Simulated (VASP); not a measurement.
A run of VASP 6.6.1 is set up as follows.

Contents of INCAR:

```
SYSTEM = TaO3
PREC = Accurate
ENCUT = 520
EDIFF = 1E-6
ISMEAR = 0
SIGMA = 0.15
LREAL = .FALSE.
LASPH = .TRUE.
NELM = 150
ALGO = Normal
ISIF = 2
LWAVE = .FALSE.
LCHARG = .FALSE.
ISPIN = 2
MAGMOM = 0 0.19 0.19 0.19
LORBIT = 11
LMAXMIX = 4
GGA = PS
NBANDS = 26
```

The input KPOINTS:

```
Automatic mesh
0
G
  12 12 12
  0 0 0
```

The input POSCAR:

```
TaO3
1.0
    3.9512634951      0.0000000000      0.0000000000
    0.0000000000      3.9512634951      0.0000000000
    0.0000000000      0.0000000000      4.3278189062
Ta O
1 3
Direct
    0.5000000000      0.5000000000      0.5000000000
    0.0000000000      0.5000000000      0.5000000000
    0.5000000000      0.5000000000      0.0000000000
    0.5000000000      0.0000000000      0.5000000000
```

Potentials or basis: VASP PAW PBE potentials, release 64 (Ta_pv, O).

Launch:

```console
$ cat potpaw_PBE.64/Ta_pv/POTCAR potpaw_PBE.64/O/POTCAR > POTCAR
$ mpirun -np 1 vasp_std > vasp.out
```

(1) Estimate the site moments.

(2) Predict the pressure.

Results:

(1) Ta -0.11; O +0.21, +0.48 (each value once) μB.

(2) -13.9 GPa.

Caveat: the stress differs along the axes, from -27 to -7 GPa; a moment this small can come from the mesh or the smearing; the PAW data sets were made with another functional, which shifts forces and pressure a little.
